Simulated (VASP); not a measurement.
A run of VASP 6.6.1 is set up as follows.

INCAR

```
SYSTEM = HfZrS3
  PREC = Accurate
  ENCUT = 520
  EDIFF = 1E-7
  ISMEAR = 0
  SIGMA = 0.1
  LREAL = .False.
  LASPH = .True.
  NELM = 150
  ALGO = Normal
  ISIF = 2
  LWAVE = .False.
  LCHARG = .False.
  ISPIN = 2
  MAGMOM = 1 0 0 0 0
  LORBIT = 11
  LMAXMIX = 4
  GGA = PE
  NBANDS = 32
```

KPOINTS

```
regular mesh
0
Gamma
  3 3 3
  0 0 0
```

File POSCAR:

```
HfZrS3
1.0
    3.4837758144      2.0113589042      3.2138628146
   -3.4837758144      2.0113589042      3.2138628146
    0.0000000000     -4.0227178085      3.2138628146
Zr Hf S
1 1 3
Direct
    0.5571759688      0.5571759688      0.5571759688
    0.8570786608      0.8570786608      0.8570786608
    0.5536544783      0.5536544783      0.0564364138
    0.5536544783      0.0564364138      0.5536544783
    0.0564364138      0.5536544783      0.5536544783
```

Potentials or basis: VASP PAW PBE potentials, release 64 (Zr_sv, Hf_pv, S).

The run is started by

```bash
$ cat potpaw_PBE.64/Zr_sv/POTCAR potpaw_PBE.64/Hf_pv/POTCAR potpaw_PBE.64/S/POTCAR > POTCAR
$ mpirun -np 1 vasp_std > vasp.out
```

Task: What does it give for the net moment?

Result: 0.05 μB per cell.

Task: Predict the largest force.

Result: 0.150 eV/Å.

Forces on the atoms (eV/Å):
```
Zr   0.000  0.000  0.086
Hf   0.000  0.000 -0.150
S    0.000 -0.029  0.021
S   -0.025  0.014  0.021
S    0.025  0.014  0.021
```

Caveat: the k points lie up to 0.41 Å⁻¹ apart.
